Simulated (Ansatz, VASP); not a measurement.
**Si in VASP and in Ansatz**

INCAR

```
ALGO = Normal ; EDIFF = 1E-8
ENCUT = 520 ; GGA = PE
ISIF = 2 ; ISMEAR = -1
LASPH = T ; LCHARG = F
LEFG = T ; LREAL = F
LWAVE = F ; NBANDS = 11
NELM = 80 ; PREC = Accurate
SIGMA = 0.08
```

Contents of KPOINTS:

```
k-points
0
Gamma
  11 11 11
```

Contents of POSCAR:

```
Si
1.0
    0.0000000000      2.6972448200      2.6972448200
    2.6972448200      0.0000000000      2.6972448200
    2.6972448200      2.6972448200      0.0000000000
Si
2
Direct
    0.5000000000      0.5000000000      0.5000000000
    0.7500000000      0.7500000000      0.7500000000
```

Input for Ansatz:

```yaml
crystal:
  lattice:
    - [0.0, 2.69724482, 2.69724482]
    - [2.69724482, 0.0, 2.69724482]
    - [2.69724482, 2.69724482, 0.0]
  atoms:
    - { symbol: Si, position: [0.5, 0.5, 0.5] }
    - { symbol: Si, position: [0.75, 0.75, 0.75] }
kpoints:
  mp_grid: { grid: [11, 11, 11] }
scf:
  occupations: { method: fermi_dirac, width: 0.08 }
hamiltonian:
  xc: pbe
  pseudopotentials: { kind: all_electron, datasets: crystal }
output:
  forces: true
  stress: true
  eigenvalues: true
  efg: { contact_densities: true }
```

Change from the starting cell: volume scaled by 0.98, crystal datasets.

Alike in both runs: task electric field gradients; functional PBE; k mesh 11 × 11 × 11; occupations fermi-dirac, width 0.08 eV; no spin polarisation.

|  | VASP | Ansatz |
| --- | --- | --- |
| version | VASP 6.6.1 | Ansatz 0.2.0 |
| potentials or method | VASP PAW PBE potentials, release 64 (Si), cutoff 520 eV | all-electron PAW with datasets made for the crystal, scalar-relativistic |

```tsv
	VASP	Ansatz	Ansatz less VASP
pressure (GPa)	4.0	4.0	+0.04
```

Ansatz ran all-electron here, and VASP with PAW potentials.
